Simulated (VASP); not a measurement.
# Te (P6_3/mmc) in VASP: relaxation of cell and atoms with PBE

Aim: the relaxation of cell and atoms of Te with PBE.

Program: VASP 6.6.1. These are calculated values, not measurements. Logs are shortened: lines on timing, memory, paths and dates and some standing lists are left out, and cuts for length are marked.

## 1. The cell of the first run

Symmetry: P6_3/mmc, No. 194, hexagonal system. The conventional cell has a = 4.969 Å, b = 4.969 Å, c = 10.981 Å, α = 90.00°, β = 90.00°, γ = 120.00°. Within 3.9 Å of Te (site symmetry 3m) lie 3 Te at 2.96 Å.

This isn't the form of Te at room conditions, which is trigonal, of chains.

## 2. Relaxation of cell and atoms, PBE

INCAR reads:

```
ALGO     = Normal         # electronic algorithm
EDIFF    = 1E-6           # SCF threshold, eV
EDIFFG   = -0.01          # ionic threshold
ENCUT    = 600            # plane-wave cutoff, eV
GGA      = PE             # functional
IBRION   = 2              # ionic algorithm
ISIF     = 3              # what is computed and relaxed
ISMEAR   = 0              # smearing method
LASPH    = T              # aspherical terms in the spheres
LCHARG   = F              # write CHGCAR
LREAL    = F              # projectors in reciprocal space
LWAVE    = F              # write WAVECAR
NELM     = 100            # most SCF steps
NSW      = 100            # ionic steps
PREC     = Accurate       # precision mode
SIGMA    = 0.1            # smearing width, eV
```

KPOINTS reads:

```
k-points
0
Gamma
  12 12 4
```

POSCAR reads:

```
Te
1.0
    4.9688152278      0.0000000000      0.0000000000
   -2.4844076139      4.3031202140      0.0000000000
    0.0000000000      0.0000000000     10.9805615958
Te
4
Direct
    0.3333333333      0.6666666667      0.4662395071
    0.6666666667      0.3333333333      0.9662395071
    0.6666666667      0.3333333333      0.5337604929
    0.3333333333      0.6666666667      0.0337604929
```

Potentials or basis: VASP PAW PBE potentials, release 64 (Te).

Started as:

```console
$ cat potpaw_PBE.64/Te/POTCAR > POTCAR
$ mpirun -np 1 vasp_std > vasp.out
```

OUTCAR:

```text
EDIFF = 1E-6
   EDIFFG = -0.01
   ENCUT = 600
   GGA = PE
   IBRION = 2
   ISIF = 3
   ISMEAR = 0
   LASPH = T
   LREAL = F
   NELM = 100
   NSW = 100
   PREC = Accurate

 ion  position               nearest neighbor table
   1  0.333  0.667  0.466-   3 2.96   3 2.96   3 2.96
   2  0.667  0.333  0.966-   4 2.96   4 2.96   4 2.96
   3  0.667  0.333  0.534-   1 2.96   1 2.96   1 2.96
   4  0.333  0.667  0.034-   2 2.96   2 2.96   2 2.96

  LATTYP: Found a hexagonal cell.
 ALAT       =     4.9688152278
 C/A-ratio  =     2.2098953357

  Lattice vectors:

 A1 = (   4.9688152278,   0.0000000000,   0.0000000000)
 A2 = (  -2.4844076139,   4.3031202140,   0.0000000000)
 A3 = (   0.0000000000,   0.0000000000,  10.9805615958)

Analysis of symmetry for initial positions (statically):
=====================================================================
 Subroutine PRICEL returns:
 Original cell was already a primitive cell.

 Routine SETGRP: Setting up the symmetry group for a
 hexagonal supercell.

 Subroutine GETGRP returns: Found 24 space group operations
 (whereof 12 operations were pure point group operations)
 out of a pool of 24 trial point group operations.

The static configuration has the point symmetry D_3d.
 The point group associated with its full space group is D_6h.

Analysis of symmetry for dynamics (positions and initial velocities):
=====================================================================
 Subroutine PRICEL returns:
 Original cell was already a primitive cell.

 Routine SETGRP: Setting up the symmetry group for a
 hexagonal supercell.

 Subroutine GETGRP returns: Found 24 space group operations
 (whereof 12 operations were pure point group operations)
 out of a pool of 24 trial point group operations.

The dynamic configuration has the point symmetry D_3d.
 The point group associated with its full space group is D_6h.

 Subroutine INISYM returns: Found 24 space group operations
 (whereof 12 operations are pure point group operations),
 and found     1 'primitive' translations

----------------------------------------------------------------------------------------

                                     Primitive cell

  volume of cell :     234.7799

  direct lattice vectors                    reciprocal lattice vectors
     4.968815228  0.000000000  0.000000000     0.201255220  0.116194755  0.000000000
    -2.484407614  4.303120214  0.000000000     0.000000000  0.232389510  0.000000000
     0.000000000  0.000000000 10.980561596     0.000000000  0.000000000  0.091070023

  length of vectors
     4.968815228  4.968815228 10.980561596     0.232389510  0.232389510  0.091070023

  position of ions in fractional coordinates (direct lattice)
     0.333333333  0.666666667  0.466239507
     0.666666667  0.333333333  0.966239507
     0.666666667  0.333333333  0.533760493
     0.333333333  0.666666667  0.033760493

  ion indices of the primitive-cell ions
   primitive index   ion index
                 1           1
                 2           2
                 3           3
                 4           4

----------------------------------------------------------------------------------------

 KPOINTS: k-points

Automatic generation of k-mesh.
 Grid dimensions read from file:
 generate k-points for:   12   12    4

 Generating k-lattice:

  Cartesian coordinates                     Fractional coordinates (reciprocal lattice)
     0.016771268  0.009682896  0.000000000     0.083333333  0.000000000  0.000000000
     0.000000000  0.019365793  0.000000000     0.000000000  0.083333333  0.000000000
     0.000000000  0.000000000  0.022767506     0.000000000  0.000000000  0.250000000

  Length of vectors
     0.019365793  0.019365793  0.022767506

  Shift w.r.t. Gamma in fractional coordinates (k-lattice)
     0.000000000  0.000000000  0.000000000

 Subroutine IBZKPT returns following result:
 ===========================================

 Found     57 irreducible k-points:

 Following reciprocal coordinates:
            Coordinates               Weight
  0.000000  0.000000  0.000000      1.000000
  0.083333  0.000000  0.000000      6.000000
  0.166667  0.000000  0.000000      6.000000
  0.250000  0.000000  0.000000      6.000000
  0.333333  0.000000  0.000000      6.000000
  0.416667  0.000000  0.000000      6.000000
[... 16 lines left out ...]
  0.250000  0.000000  0.250000     12.000000
  0.333333  0.000000  0.250000     12.000000
 [... further k-points ...]
   k-points           NKPTS =     57   k-points in BZ     NKDIM =     57   number of bands    NBANDS=     16
   number of dos      NEDOS =    301   number of ions     NIONS =      4
   total plane-waves  NPLWV = 144000
   dimension x,y,z NGX =    40 NGY =   40 NGZ =   90
   dimension x,y,z NGXF=    80 NGYF=   80 NGZF=  180
   ions per type =               4
   NGX,Y,Z   is equivalent  to a cutoff of  13.38, 13.38, 13.63 a.u.
   NGXF,Y,Z  is equivalent  to a cutoff of  26.77, 26.77, 27.25 a.u.
 SYSTEM =  unknown system
   PREC   = accura    normal or accurate (medium, high low for compatibility)
   ISTART =      0    job   : 0-new  1-cont  2-samecut
   ICHARG =      2    charge: 1-file 2-atom 10-const
   ISPIN  =      1    spin polarized calculation?
   LNONCOLLINEAR =      F non collinear calculations
   LSORBIT =      F    spin-orbit coupling
   LASPH  =      T    aspherical Exc in radial PAW
   ENCUT  =  600.0 eV  44.10 Ry    6.64 a.u.   9.92  9.92 21.93*2*pi/ulx,y,z
   NELM   =    100;   NELMIN=  2; NELMDL= -5     # of ELM steps
   EDIFF  = 0.1E-05   stopping-criterion for ELM
   LREAL  =      F    real-space projection
   EDIFFG = -.1E-01   stopping-criterion for IOM
   NSW    =    100    number of steps for IOM
   IBRION =      2    ionic relax: 0-MD 1-quasi-New 2-CG
   NFREE  =      1    steps in history (QN), initial steepest desc. (CG)
   ISIF   =      3    stress and relaxation
   ISYM   =      2    0-nonsym 1-usesym 2-fastsym
   POTIM  = 0.5000    time-step for ionic-motion
   TEBEG  =    0.0;   TEEND  =   0.0 temperature during run
   PSTRESS=    0.0 pullay stress
   NELECT =      24.0000    total number of electrons
   NUPDOWN=      -1.0000    fix difference up-down
   EMIN   =  10.00;   EMAX   =-10.00  energy-range for DOS
   EFERMI =   0.00;   METHOD = LEGACY
   ISMEAR =     0;   SIGMA  =   0.10  broadening in eV -4-tet -1-fermi 0-gaus
   EFERMI_NEDOS =   21; number of points for ismear=-14 and -15
   IALGO  =     38    algorithm
   IMIX   =      4    mixing-type and parameters
     AMIX     =   0.40;   BMIX     =  1.00
     AMIX_MAG =   1.60;   BMIX_MAG =  1.00
  volume/ion in A,a.u.               =      58.69       396.09
  Fermi-wavevector in a.u.,A,eV,Ry     =   0.765464  1.446518  7.972138  0.585936
  Thomas-Fermi vector in A             =   1.865591
   LORBIT       =      0    0 simple, 1 ext, 2 COOP (PROOUT), +10 PAW based schemes
   GGA     = PE    functional components
   LHFCALC =     F    Hartree Fock is set to
   AEXX    =    0.0000 exact exchange contribution
   IVDW    =     0    specifies the selected vdW correction
   LEPSILON=     F    determine dielectric tensor
   LRPA    =     F    only Hartree local field effects (RPA)
 conjugate gradient relaxation of ions
 non-spin polarized calculation
 Gauss-broadening in eV      SIGMA  =   0.10
  energy-cutoff  :      600.00
  volume of cell :      234.78
 maximum number of plane-waves:      7868
 NGX is ok and might be reduce to    40
   NGX = 19   NGY = 19   NGZ = 43

 number of electron      24.0000000 magnetization

 Free energy of the ion-electron system (eV)
  ---------------------------------------------------
  ext. energy  EPLUGINS =         0.00000000
  ---------------------------------------------------
  free energy    TOTEN  =       -11.46659098 eV

  energy without entropy =      -11.46121262  energy(sigma->0) =      -11.46390180

 E-fermi :   1.5567     XC(G=0):  -6.4076

 val. band max:        1.5525485195   @ k =   0.0000   0.0000   0.5000
 cond. band min:       1.5680527301   @ k =   0.0833   0.0000   0.0000
 fundamental gap:      0.0155042105
 Fermi energy:         1.5566962426

 k-point     1 :       0.0000    0.0000    0.0000
  band No.  band energies     occupation
      1     -11.3653      2.00000
      2     -11.3370      2.00000
      3      -7.2371      2.00000
      4      -7.1665      2.00000
      5      -2.1760      2.00000
      6      -2.1760      2.00000
[... 8 lines left out ...]
     15       1.5872      0.66590
     16       1.7095      0.03071

 k-point     2 :       0.0833    0.0000    0.0000
  band No.  band energies     occupation
      1     -11.3242      2.00000
      2     -11.2958      2.00000
      3      -7.3523      2.00000
      4      -7.2858      2.00000
      5      -2.2363      2.00000
      6      -2.2292      2.00000
[... 8 lines left out ...]
     15       1.7172      0.02318
     16       1.8631      0.00001

 k-point     3 :       0.1667    0.0000    0.0000
  band No.  band energies     occupation
      1     -11.2027      2.00000
      2     -11.1741      2.00000
      3      -7.6637      2.00000
      4      -7.6065      2.00000
      5      -2.3865      2.00000
      6      -2.3567      2.00000
[... 8 lines left out ...]
     15       2.0320      0.00000
     16       2.0672      0.00000

 k-point     4 :       0.2500    0.0000    0.0000
  band No.  band energies     occupation
      1     -11.0072      2.00000
      2     -10.9783      2.00000
      3      -8.0944      2.00000
      4      -8.0462      2.00000
      5      -2.5653      2.00000
      6      -2.5346      2.00000
[... 8 lines left out ...]
     15       2.4521      0.00000
     16       2.5446      0.00000
[... 324 lines left out ...]
 k-point    22 :       0.1667    0.0000    0.2500
  band No.  band energies     occupation
      1     -11.1985      2.00000
      2     -11.1783      2.00000
      3      -7.6553      2.00000
      4      -7.6148      2.00000
      5      -2.3821      2.00000
      6      -2.3611      2.00000
[... 8 lines left out ...]
     15       2.0010      0.00000
     16       2.0558      0.00000

 k-point    23 :       0.2500    0.0000    0.2500
  band No.  band energies     occupation
      1     -11.0030      2.00000
      2     -10.9826      2.00000
      3      -8.0873      2.00000
      4      -8.0532      2.00000
      5      -2.5608      2.00000
      6      -2.5392      2.00000
[... 8 lines left out ...]
     15       2.4656      0.00000
     16       2.5310      0.00000

 k-point    24 :       0.3333    0.0000    0.2500
  band No.  band energies     occupation
      1     -10.7501      2.00000
      2     -10.7294      2.00000
      3      -8.5543      2.00000
      4      -8.5248      2.00000
      5      -2.7177      2.00000
      6      -2.6955      2.00000
[... 8 lines left out ...]
     15       2.9348      0.00000
     16       3.0188      0.00000

 [... further k-points ...]

------------------------ aborting loop because EDIFF is reached ----------------------------------------

  FORCE on cell =-STRESS in cart. coord.  units (eV):
  Direction    XX          YY          ZZ          XY          YZ          ZX
  --------------------------------------------------------------------------------------
  -------------------------------------------------------------------------------------
  Total       -0.0300855     -0.0300855     -0.0056035      0.0000000      0.0000000      0.0000000
  in kB       -0.2053088     -0.2053088     -0.0382389      0.0000000      0.0000000      0.0000000
  external PRESSURE =      -0.1496188 kB  Pullay stress =       0.0000000 kB

 VOLUME and BASIS-vectors are now :
 -----------------------------------------------------------------------------
  energy-cutoff  :      600.00
  volume of cell :      234.78
      direct lattice vectors                 reciprocal lattice vectors
     4.968815228  0.000000000  0.000000000     0.201255220  0.116194755  0.000000000
    -2.484407614  4.303120214  0.000000000     0.000000000  0.232389510  0.000000000
     0.000000000  0.000000000 10.980561596     0.000000000  0.000000000  0.091070023

 POSITION                                       TOTAL-FORCE (eV/Angst)
 -----------------------------------------------------------------------------------
     -0.00000      2.86875      5.11957         0.000000     -0.000000     -0.001523
      2.48441      1.43437     10.60985         0.000000     -0.000000     -0.001523
      2.48441      1.43437      5.86099        -0.000000      0.000000      0.001523
     -0.00000      2.86875      0.37071         0.000000     -0.000000      0.001523
 -----------------------------------------------------------------------------------
    total drift:                                0.000000     -0.000000      0.000000

  FREE ENERGIE OF THE ION-ELECTRON SYSTEM (eV)
  ---------------------------------------------------
  free  energy   TOTEN  =       -11.4665909792 eV

  energy  without entropy=      -11.4612126203  energy(sigma->0) =      -11.46390180

 reached required accuracy - stopping structural energy minimisation
```

It took 2.2 min on 1 thread of Intel Xeon 6975P-C (Granite Rapids), shared host; peak memory 0.5 GiB.

Results:

- Free energy: -11.4666 eV
- Pressure after relaxing: 0.0 GPa

Final structure:
```xyz
4
Lattice="4.9688 0.0000 0.0000 -2.4844 4.3031 0.0000 0.0000 0.0000 10.9806" Properties=species:S:1:pos:R:3 pbc="T T T"
Te    0.0000    2.8687    5.1196
Te    2.4844    1.4344   10.6099
Te    2.4844    1.4344    5.8610
Te    0.0000    2.8687    0.3707
```

Levels at points of the mesh, in eV from the Fermi level:
```csv
k point,band 9,band 10,band 11,band 12,band 13,band 14,band 15,band 16
"(0.00, 0.00, 0.00)",-2.94,-2.44,-0.55,-0.04,-0.04,0.03,0.03,0.15
"(0.50, 0.00, 0.00)",-1.99,-1.54,-1.52,-1.19,1.68,1.83,1.94,2.00
"(0.00, 0.00, 0.50)",-2.72,-2.72,-0.17,-0.17,0.00,0.00,0.00,0.00
"(0.50, 0.00, 0.50)",-1.81,-1.81,-1.32,-1.32,1.83,1.83,1.92,1.92
```

Caveat: the highest band is partly filled, so the run has too few bands; spin-orbit coupling is left out, which moves the levels of the heavy elements; this functional lacks dispersion, which binds layers or chains, so the pressure and a relaxed spacing across them are unreliable.
